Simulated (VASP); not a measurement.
Write the native input for VASP 6.6.1 that does the following.

```
Task                   : single point
Functional             : r2SCAN
Potentials or basis    : VASP PAW PBE potentials, release 64 (Sr_sv, Cl)
Cutoff                 : 520 eV
k mesh                 : 6 × 6 × 6
Occupations            : gaussian, width 0.02 eV
Spin                   : no spin polarisation
Dipole correction      : no
Further INCAR settings : ALGO = Normal; EDIFF = 1e-06; NBANDS = 19
```

Crystal: SrCl2.

```
CELL_PARAMETERS angstrom
0.00000 3.36933 3.36933
3.36933 0.00000 3.36933
3.36933 3.36933 0.00000
ATOMIC_POSITIONS crystal
Sr 0.00000 0.00000 0.00000
Cl 0.25000 0.25000 0.25000
Cl 0.75000 0.75000 0.75000
```

This cell differs from its parent crystal: strained.

These files were run (other wordings do the same):

POSCAR

```
SrCl2
1.0
    0.0000000000      3.3693282850      3.3693282850
    3.3693282850      0.0000000000      3.3693282850
    3.3693282850      3.3693282850      0.0000000000
Sr Cl
1 2
Direct
    0.0000000000      0.0000000000      0.0000000000
    0.2500000000      0.2500000000      0.2500000000
    0.7500000000      0.7500000000      0.7500000000
```

INCAR.step1

```
PREC = Accurate
ENCUT = 520
ISMEAR = 0
SIGMA = 0.02
LREAL = F
LASPH = T
NELM = 60
NBANDS = 19
GGA = PE
ALGO = Normal
EDIFF = 1E-4
LWAVE = T
LCHARG = F
```

INCAR.step2

```
PREC = Accurate
ENCUT = 520
EDIFF = 1E-6
ISMEAR = 0
SIGMA = 0.02
LREAL = F
LASPH = T
NELM = 60
ALGO = Normal
ISIF = 2
LWAVE = F
LCHARG = F
METAGGA = R2SCAN
LMIXTAU = T
NBANDS = 19
ISTART = 1
```

KPOINTS

```
regular mesh
0
Gamma
  6 6 6
```

Potentials or basis: VASP PAW PBE potentials, release 64 (Sr_sv, Cl).

Command:

```bash
$ cat potpaw_PBE.64/Sr_sv/POTCAR potpaw_PBE.64/Cl/POTCAR > POTCAR
$ cp INCAR.step1 INCAR
$ mpirun -np 1 vasp_std > vasp.out
$ cp INCAR.step2 INCAR
$ mpirun -np 1 vasp_std > vasp.out
```

It gave:

| Quantity | Value |
| --- | --- |
| Pressure | 5.5 GPa |
| Band gap on the k mesh | 5.91 eV |

Caveat: the cell differs from its parent crystal (strained); the cell stands under pressure; the PAW data sets were made with another functional, which shifts forces and pressure a little.

Run time: 110 s on 1 thread of Intel Xeon 8259CL, with other jobs on the host, peak memory 0.22 GiB.
